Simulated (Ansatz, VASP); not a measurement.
ZnS in VASP and in Ansatz

File INCAR:

```
SYSTEM = ZnS
ALGO = Normal ; EDIFF = 1E-6
ENCUT = 520 ; GGA = PE
ISIF = 2 ; ISMEAR = 0
LASPH = .True. ; LCHARG = .False.
LREAL = .False. ; LWAVE = .False.
NBANDS = 16 ; NELM = 80
PREC = Accurate ; SIGMA = 0.025
```

File KPOINTS:

```
k-points
0
Gamma
  9 9 9
  0 0 0
```

POSCAR

```
ZnS
1.0
    0.0000000000      2.7020000000      2.7020000000
    2.7020000000      0.0000000000      2.7020000000
    2.7020000000      2.7020000000      0.0000000000
Zn S
1 1
Direct
    0.7500000000      0.7500000000      0.7500000000
    0.0000000000      0.0000000000      0.0000000000
```

The input input.yaml:

```yaml
crystal:
  lattice:
    - [0.0, 2.702, 2.702]
    - [2.702, 0.0, 2.702]
    - [2.702, 2.702, 0.0]
  atoms:
    - { symbol: Zn, position: [0.75, 0.75, 0.75] }
    - { symbol: S, position: [0.0, 0.0, 0.0] }
kpoints:
  mp_grid: { grid: [9, 9, 9] }
scf:
  occupations: { method: gaussian, width: 0.025 }
hamiltonian:
  xc: pbe
  pseudopotentials: { kind: all_electron, lapw: { basis_error: 0.001 } }
output:
  forces: true
  stress: true
  eigenvalues: true
```

Alike in both runs: task single point; functional PBE; k mesh 9 × 9 × 9; occupations gaussian, width 0.025 eV; no spin polarisation.

```csv
,VASP,Ansatz
version,VASP 6.6.1,Ansatz 0.2.0
potentials or method,"VASP PAW PBE potentials, release 64 (Zn, S), cutoff 520 eV","all-electron LAPW, scalar-relativistic"
```

|  | VASP | Ansatz | Ansatz less VASP |
| --- | --- | --- | --- |
| gap on the k mesh at the Fermi level (eV) | 2.11 | 2.11 | -0.002 |
| least direct gap on the mesh (eV) | 2.11 | 2.11 | -0.002 |
| pressure (GPa) | 1.8 | 1.6 | -0.15 |

Ansatz ran all-electron here, and VASP with PAW potentials.
